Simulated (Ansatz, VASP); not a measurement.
Te2Mo in VASP and in Ansatz

File POSCAR:

```
Te2Mo
1.0
    3.5624185427      0.0000000000      0.0000000000
   -1.7812092714      3.0851449569      0.0000000000
    0.0000000000      0.0000000000     31.5632657400
Te Mo
6 3
Direct
    0.0000000000      0.0000000000      0.0567620800
    0.3333333333      0.6666666667      0.2889862200
    0.3333333333      0.6666666667      0.8244042500
    0.3333333333      0.6666666667      0.1755957500
    0.3333333333      0.6666666667      0.7110137800
    0.0000000000      0.0000000000      0.9432379200
    0.3333333333      0.6666666667      0.0000000000
    0.0000000000      0.0000000000      0.2323060100
    0.0000000000      0.0000000000      0.7676939900
```

INCAR.step1

```
SYSTEM = Te2Mo
PREC = Accurate ; ENCUT = 520
ISMEAR = -1 ; SIGMA = 0.05
LREAL = .False. ; LASPH = .True.
NELM = 150 ; LMAXMIX = 4
LDAU = .True. ; LDAUTYPE = 2
LDAUL = -1 2 ; LDAUU = 0 3
LDAUJ = 0 0 ; NBANDS = 49
GGA = PE ; ALGO = Normal
EDIFF = 1E-4 ; LWAVE = .True.
LCHARG = .False.
```

File INCAR.step2:

```
SYSTEM = Te2Mo
PREC = Accurate ; ENCUT = 520
EDIFF = 1E-6 ; ISMEAR = -1
SIGMA = 0.05 ; LREAL = .False.
LASPH = .True. ; NELM = 150
ALGO = Normal ; ISIF = 2
LWAVE = .False. ; LCHARG = .False.
LMAXMIX = 4 ; LDAU = .True.
LDAUTYPE = 2 ; LDAUL = -1 2
LDAUU = 0 3 ; LDAUJ = 0 0
LDAUPRINT = 1 ; METAGGA = R2SCAN
LMIXTAU = .True. ; NBANDS = 49
ISTART = 1
```

Contents of KPOINTS:

```
Automatic mesh
0
Gamma
  7 7 1
  0 0 0
```

Contents of input.yaml:

```yaml
crystal:
  lattice:
    - [3.5624185427, 0.0, 0.0]
    - [-1.7812092714, 3.0851449569, 0.0]
    - [0.0, 0.0, 31.56326574]
  atoms:
    - { symbol: Te, position: [0.0, 0.0, 0.05676208] }
    - { symbol: Te, position: [0.3333333333, 0.6666666667, 0.28898622] }
    - { symbol: Te, position: [0.3333333333, 0.6666666667, 0.82440425] }
    - { symbol: Te, position: [0.3333333333, 0.6666666667, 0.17559575] }
    - { symbol: Te, position: [0.3333333333, 0.6666666667, 0.71101378] }
    - { symbol: Te, position: [0.0, 0.0, 0.94323792] }
    - { symbol: Mo, position: [0.3333333333, 0.6666666667, 0.0] }
    - { symbol: Mo, position: [0.0, 0.0, 0.23230601] }
    - { symbol: Mo, position: [0.0, 0.0, 0.76769399] }
hamiltonian:
  xc: r2scan
  pseudopotentials: { kind: paw }
  hubbard: { sites: [{ species: Mo, l: d, u_eff: 3.0 }] }
kpoints:
  mp_grid: { grid: [7, 7, 1] }
scf:
  occupations: { method: fermi_dirac, width: 0.05 }
output:
  forces: true
  stress: true
  eigenvalues: true
```

Alike in both runs: task single point; functional r2SCAN; k mesh 7 × 7 × 1; occupations fermi-dirac, width 0.05 eV; no spin polarisation; Hubbard terms Mo d U = 3.0 eV.

```csv
,VASP,Ansatz
version,VASP 6.6.1,Ansatz 0.2.0
potentials or method,"VASP PAW PBE potentials, release 64 (Te, Mo_sv)",Ansatz PAW
plane-wave cutoff (eV),520,500
valence electrons in the cell,78,138
```

|  | VASP | Ansatz | Ansatz less VASP |
| --- | --- | --- | --- |
| gap on the k mesh at the Fermi level (eV) | 1.24 | 1.25 | +0.002 |
| least direct gap on the mesh (eV) | 1.39 | 1.32 | -0.065 |
| rms of the force components (eV/Å) | 0.080 | 0.031 | -0.0494 |

VASP's potentials were made for PBE, not for r2SCAN. The programs project onto different local orbitals, so the same U acts differently, and such runs can settle in different states. Atom by atom the forces differ by 0.110 eV/Å (rms over components). VASP's potentials hold 78 valence electrons a cell and Ansatz's 138, so a difference there can come from the potentials and not from the codes.

Spin-orbit coupling is off throughout. Noted on Ansatz's run: odd divisions of the mesh miss points on the zone boundary, where band edges often lie, so the gap on the mesh can be too wide.
